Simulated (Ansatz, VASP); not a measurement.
Two plane-wave programs on W3Se2

```
CELL_PARAMETERS angstrom
4.09922 0.00000 0.00000
-2.04961 3.55003 0.00000
0.00000 0.00000 6.14272
ATOMIC_POSITIONS crystal
W 0.00000 0.00000 0.00000
W 0.33333 0.66667 0.59606
W 0.66667 0.33333 0.40394
Se 0.33333 0.66667 0.17730
Se 0.66667 0.33333 0.82270
```

Alike in both runs: functional PBE; k mesh 12 × 12 × 6; occupations gaussian, width 0.1 eV; no spin polarisation.

Ansatz relaxed the structure, and its values are those at the end. VASP's run is a single point on that final structure, the one shown.

```csv
,VASP,Ansatz
version,VASP 6.6.1,Ansatz 0.2.0
potentials or method,"VASP PAW PBE potentials, release 64 (W_sv, Se), cutoff 520 eV","scalar-relativistic, plane waves, PAW"
valence electrons in the cell,54,74
```

Ansatz gave:

| Item | Value |
| --- | --- |
| gap on the k mesh at the Fermi level (eV) | none |
| pressure (GPa) | 0.0 |
| rms of the force components (eV/Å) | 0.001 |

Estimate VASP's values.

gap on the k mesh at the Fermi level (eV): none; pressure (GPa): 0.4; rms of the force components (eV/Å): 0.010.

A gap of «none» marks a metal or a gap that the smearing closes. VASP's potentials hold 54 valence electrons a cell and Ansatz's 74, so a difference there can come from the potentials and not from the codes.

Spin-orbit coupling is off throughout.
